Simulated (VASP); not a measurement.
# CdS (Hawleyite) (F-43m) in VASP: further runs, part 2 of 2

VASP 6.6.1. Earlier steps stand in the parts before.

### 3 Single point, PBE

This run uses another cell than the first one, of 24.81 Å³/atom, 1.027 times its volume.

INCAR reads:

```
ALGO = Normal
EDIFF = 1E-6
ENCUT = 520
GGA = PE
ISIF = 2
ISMEAR = 0
LASPH = True
LCHARG = True
LELF = True
LREAL = False
LVHAR = True
LWAVE = False
NBANDS = 16
NELM = 60
PREC = Accurate
SIGMA = 0.01
```

KPOINTS reads:

```
k-points
0
Gamma
  6 6 6
```

POSCAR reads:

```
CdS
1.0
    0.0000000000      2.9165000000      2.9165000000
    2.9165000000      0.0000000000      2.9165000000
    2.9165000000      2.9165000000      0.0000000000
Cd S
1 1
Direct
    0.0000000000      0.0000000000      0.0000000000
    0.2500000000      0.2500000000      0.2500000000
```

Potentials or basis: VASP PAW PBE potentials, release 64 (Cd, S).

Run with:

```
cat potpaw_PBE.64/Cd/POTCAR potpaw_PBE.64/S/POTCAR > POTCAR
mpirun -np 1 vasp_std > vasp.out
```

OUTCAR:

```text
EDIFF = 1E-6
   ENCUT = 520
   GGA = PE
   ISIF = 2
   ISMEAR = 0
   LASPH = True
   LREAL = False
   NELM = 60
   PREC = Accurate

 ion  position               nearest neighbor table
   1  0.000  0.000  0.000-   2 2.53   2 2.53   2 2.53   2 2.53
   2  0.250  0.250  0.250-   1 2.53   1 2.53   1 2.53   1 2.53

  LATTYP: Found a face centered cubic cell.
 ALAT       =     5.8330000000

  Lattice vectors:

 A1 = (   0.0000000000,   2.9165000000,   2.9165000000)
 A2 = (   2.9165000000,   0.0000000000,   2.9165000000)
 A3 = (   2.9165000000,   2.9165000000,   0.0000000000)

Analysis of symmetry for initial positions (statically):
=====================================================================
 Subroutine PRICEL returns:
 Original cell was already a primitive cell.

 Routine SETGRP: Setting up the symmetry group for a
 face centered cubic supercell.

 Subroutine GETGRP returns: Found 24 space group operations
 (whereof 24 operations were pure point group operations)
 out of a pool of 48 trial point group operations.

The static configuration has the point symmetry T_d .

Analysis of symmetry for dynamics (positions and initial velocities):
=====================================================================
 Subroutine PRICEL returns:
 Original cell was already a primitive cell.

 Routine SETGRP: Setting up the symmetry group for a
 face centered cubic supercell.

 Subroutine GETGRP returns: Found 24 space group operations
 (whereof 24 operations were pure point group operations)
 out of a pool of 48 trial point group operations.

The dynamic configuration has the point symmetry T_d .

 Subroutine INISYM returns: Found 24 space group operations
 (whereof 24 operations are pure point group operations),
 and found     1 'primitive' translations

----------------------------------------------------------------------------------------

[... 102 lines left out ...]
     AMIX     =   0.40;   BMIX     =  1.00
     AMIX_MAG =   1.60;   BMIX_MAG =  1.00
  volume/ion in A,a.u.               =      24.81       167.41
  Fermi-wavevector in a.u.,A,eV,Ry     =   1.167599  2.206442 18.548649  1.363287
  Thomas-Fermi vector in A             =   2.304097
   LORBIT       =      0    0 simple, 1 ext, 2 COOP (PROOUT), +10 PAW based schemes
   GGA     = PE    functional components
   LHFCALC =     F    Hartree Fock is set to
   AEXX    =    0.0000 exact exchange contribution
   IVDW    =     0    specifies the selected vdW correction
   LEPSILON=     F    determine dielectric tensor
   LRPA    =     F    only Hartree local field effects (RPA)
 non-spin polarized calculation
 Gauss-broadening in eV      SIGMA  =   0.01
  energy-cutoff  :      520.00
  volume of cell :       49.62
 maximum number of plane-waves:      1363
 NGX is ok and might be reduce to    32
   NGX = 15   NGY = 15   NGZ = 15

 number of electron      18.0000004 magnetization

 Free energy of the ion-electron system (eV)
  ---------------------------------------------------
  ext. energy  EPLUGINS =         0.00000000
  ---------------------------------------------------
  free energy    TOTEN  =        -6.11905972 eV

  energy without entropy =       -6.11905972  energy(sigma->0) =       -6.11905972

 E-fermi :   1.3595     XC(G=0):  -9.1488

 val. band max:        1.3165784525   @ k =   0.0000   0.0000   0.0000
 cond. band min:       2.4652505548   @ k =   0.0000   0.0000   0.0000
 fundamental gap:      1.1486721023
 Fermi energy:         1.3594809091

 k-point     1 :       0.0000    0.0000    0.0000
  band No.  band energies     occupation
      1     -11.0530      2.00000
      2      -6.4136      2.00000
      3      -6.4136      2.00000
      4      -6.4136      2.00000
      5      -5.9339      2.00000
      6      -5.9339      2.00000
[... 281 lines left out ...]
      3      -6.1407      2.00000
      4      -6.0117      2.00000
      5      -5.8918      2.00000
      6      -5.3468      2.00000
[... 8 lines left out ...]
     15      14.5185      0.00000
     16      14.6367      0.00000

------------------------ aborting loop because EDIFF is reached ----------------------------------------

  FORCE on cell =-STRESS in cart. coord.  units (eV):
  Direction    XX          YY          ZZ          XY          YZ          ZX
  --------------------------------------------------------------------------------------
  -------------------------------------------------------------------------------------
  Total        0.9958797      0.9958797      0.9958797      0.0000000      0.0000000      0.0000000
  in kB       32.1589256     32.1589256     32.1589256      0.0000000      0.0000000      0.0000000
  external PRESSURE =      32.1589256 kB  Pullay stress =       0.0000000 kB

 VOLUME and BASIS-vectors are now :
 -----------------------------------------------------------------------------
  energy-cutoff  :      520.00
  volume of cell :       49.62
      direct lattice vectors                 reciprocal lattice vectors
     0.000000000  2.916500000  2.916500000    -0.171438368  0.171438368  0.171438368
     2.916500000  0.000000000  2.916500000     0.171438368 -0.171438368  0.171438368
     2.916500000  2.916500000  0.000000000     0.171438368  0.171438368 -0.171438368

 POSITION                                       TOTAL-FORCE (eV/Angst)
 -----------------------------------------------------------------------------------
      0.00000      0.00000      0.00000         0.000000      0.000000      0.000000
      1.45825      1.45825      1.45825        -0.000000     -0.000000     -0.000000
 -----------------------------------------------------------------------------------
    total drift:                               -0.000000     -0.000000     -0.000000

  FREE ENERGIE OF THE ION-ELECTRON SYSTEM (eV)
  ---------------------------------------------------
  free  energy   TOTEN  =        -6.1190597202 eV

  energy  without entropy=       -6.1190597202  energy(sigma->0) =       -6.11905972
```

stdout:

```text
POSCAR found type information on POSCAR CdS
 POSCAR found :  2 types and       2 ions
 scaLAPACK will be used
 LDA part: xc-table for (Slater+PW92), standard interpolation
 POSCAR, INCAR and KPOINTS ok, starting setup
 FFT: planning ... GRIDC
 FFT: planning ... GRID_SOFT
 FFT: planning ... GRID
 WAVECAR not read
 entering main loop
```

It took 9.1 s on 1 thread of AMD EPYC 9R45 (Zen 5), shared host; peak memory 0.15 GiB.

Results:

```yaml
Free_energy: -6.1191 eV
Pressure: 3.2 GPa
Band_gap_on_the_k_mesh: 1.15 eV, direct
```

### 4 Single point, PBE

This run uses another cell than the first one, of 25.47 Å³/atom, 1.055 times its volume.

INCAR reads:

```
SYSTEM = CdS
PREC     = Accurate       ! precision mode
ENCUT    = 520            ! plane-wave cutoff, eV
EDIFF    = 1E-6           ! SCF threshold, eV
ISMEAR   = 0              ! smearing method
SIGMA    = 0.01           ! smearing width, eV
LREAL    = .FALSE.        ! projectors in reciprocal space
LASPH    = .TRUE.         ! aspherical terms in the spheres
NELM     = 80             ! most SCF steps
ALGO     = Normal         ! electronic algorithm
ISIF     = 2              ! what is computed and relaxed
LWAVE    = .FALSE.        ! write WAVECAR
LCHARG   = .FALSE.        ! write CHGCAR
GGA      = PE             ! functional
NBANDS   = 16             ! bands
```

KPOINTS reads:

```
Automatic mesh
0
G
  6 6 6
  0 0 0
```

POSCAR reads:

```
CdS
1.0
    0.0000000000      2.9421973593      2.9421973593
    2.9421973593      0.0000000000      2.9421973593
    2.9421973593      2.9421973593      0.0000000000
Cd S
1 1
Direct
    0.0000000000      0.0000000000      0.0000000000
    0.2500000000      0.2500000000      0.2500000000
```

Run with:

```
cat potpaw_PBE.64/Cd/POTCAR potpaw_PBE.64/S/POTCAR > POTCAR
mpirun -np 1 vasp_std > vasp.out
```

Wall time 10 s (1 thread of AMD EPYC 9R45 (Zen 5), shared host); peak memory 0.15 GiB.

The run converged. Its results:

| Property | Result |
| --- | --- |
| Free energy | -6.1387 eV |
| Pressure | 1.5 GPa |
| Band gap on the k mesh | 1.09 eV, direct |

Levels at points of the mesh, in eV from the valence-band top:
| k point | band 7 | band 8 | band 9 | band 10 | band 11 | band 12 |
| --- | --- | --- | --- | --- | --- | --- |
| (0.00, 0.00, 0.00) | 0.00 | 0.00 | 0.00 | 1.09 | 6.55 | 6.55 |
| (0.50, 0.00, 0.00) | -4.25 | -0.71 | -0.71 | 2.97 | 7.01 | 7.01 |
| (0.50, 0.50, 0.00) | -3.84 | -1.79 | -1.79 | 3.60 | 4.32 | 9.12 |

Expect the measured gap to be larger: semilocal functionals such as PBE lack the derivative discontinuity.

### 5 Single point, PBE

This run uses another cell than the first one, of 26.13 Å³/atom, 1.082 times its volume.

INCAR reads:

```
PREC = Accurate
ENCUT = 520
EDIFF = 1E-7
ISMEAR = 0
SIGMA = 0.01
LREAL = F
LASPH = T
NELM = 100
ALGO = Normal
ISIF = 2
LWAVE = F
LCHARG = T
GGA = PE
LELF = T
LVHAR = T
NBANDS = 16
```

KPOINTS reads:

```
regular mesh
0
Gamma
  6 6 6
```

POSCAR reads:

```
CdS
1.0
    0.0000000000      2.9674535076      2.9674535076
    2.9674535076      0.0000000000      2.9674535076
    2.9674535076      2.9674535076      0.0000000000
Cd S
1 1
Direct
    0.0000000000      0.0000000000      0.0000000000
    0.2500000000      0.2500000000      0.2500000000
```

Run with:

```
cat potpaw_PBE.64/Cd/POTCAR potpaw_PBE.64/S/POTCAR > POTCAR
mpirun -np 1 vasp_std > vasp.out
```

It took 10 s on 1 thread of AMD EPYC 9R45 (Zen 5), shared host; peak memory 0.15 GiB.

It converged, with:

* Free energy: -6.1454 eV
* Pressure: 0.1 GPa
* Band gap on the k mesh: 1.03 eV, direct

Levels at points of the mesh, in eV from the valence-band top:
```tsv
k point	band 5	band 6	band 7	band 8	band 9	band 10	band 11	band 12	band 13	band 14
(0.00, 0.00, 0.00)	-7.15	-7.15	0.00	0.00	0.00	1.03	6.55	6.55	6.55	11.15
(0.50, 0.00, 0.00)	-7.11	-6.81	-4.10	-0.68	-0.68	2.93	7.00	7.00	7.32	10.93
(0.50, 0.50, 0.00)	-7.07	-6.75	-3.73	-1.71	-1.71	3.64	4.27	9.02	10.47	10.47
```

### 6 Single point, PBE

This run uses another cell than the first one, of 26.79 Å³/atom, 1.110 times its volume.

INCAR reads:

```
SYSTEM = CdS
  PREC = Accurate
  ENCUT = 520
  EDIFF = 1E-6
  ISMEAR = 0
  SIGMA = 0.01
  LREAL = .FALSE.
  LASPH = .TRUE.
  NELM = 60
  ALGO = Normal
  ISIF = 2
  LWAVE = .FALSE.
  LCHARG = .TRUE.
  GGA = PE
  LELF = .TRUE.
  LVHAR = .TRUE.
  NBANDS = 16
```

KPOINTS reads:

```
Automatic mesh
0
G
  6 6 6
  0 0 0
```

POSCAR reads:

```
CdS
1.0
    0.0000000000      2.9922869091      2.9922869091
    2.9922869091      0.0000000000      2.9922869091
    2.9922869091      2.9922869091      0.0000000000
Cd S
1 1
Direct
    0.0000000000      0.0000000000      0.0000000000
    0.2500000000      0.2500000000      0.2500000000
```

Potentials or basis: VASP PAW PBE potentials, release 64 (Cd, S).

Run with:

```
cat potpaw_PBE.64/Cd/POTCAR potpaw_PBE.64/S/POTCAR > POTCAR
mpirun -np 1 vasp_std > vasp.out
```

Run time: 9.9 s. Hardware: 1 thread of AMD EPYC 9R45 (Zen 5), shared host; peak memory 0.14 GiB.

It converged, with:

```
Free energy            : -6.1408 eV
Pressure               : -1.2 GPa
Band gap on the k mesh : 0.98 eV, direct
```

Levels at points of the mesh, in eV from the valence-band top:
```csv
k point,band 5,band 6,band 7,band 8,band 9,band 10,band 11,band 12,band 13,band 14
"(0.00, 0.00, 0.00)",-7.10,-7.10,0.00,0.00,0.00,0.98,6.55,6.55,6.55,11.01
"(0.50, 0.00, 0.00)",-7.07,-6.79,-3.96,-0.65,-0.65,2.89,6.99,6.99,7.23,10.85
"(0.50, 0.50, 0.00)",-7.04,-6.73,-3.63,-1.63,-1.63,3.67,4.23,8.92,10.32,10.32
```

A hybrid or GW would open this gap; PBE tends to underestimate it.

### 7 Summary

```csv
cell,gap on the mesh (eV),pressure (GPa)
"a = 4.088 Å, angles 60.0°, 2 atoms",1.21,5.2
"a = 4.125 Å, angles 60.0°, 2 atoms",1.15,3.2
"a = 4.161 Å, angles 60.0°, 2 atoms",1.09,1.5
"a = 4.197 Å, angles 60.0°, 2 atoms",1.03,0.1
"a = 4.232 Å, angles 60.0°, 2 atoms",0.98,-1.2
```

Alike in all rows: task single point; level PBE; potentials or basis VASP PAW PBE potentials, release 64 (Cd, S); no spin polarisation; k mesh 6 × 6 × 6; cutoff (eV) 520; smearing gaussian 0.01 eV.

Absolute energies hang on the potentials; compare differences alone.
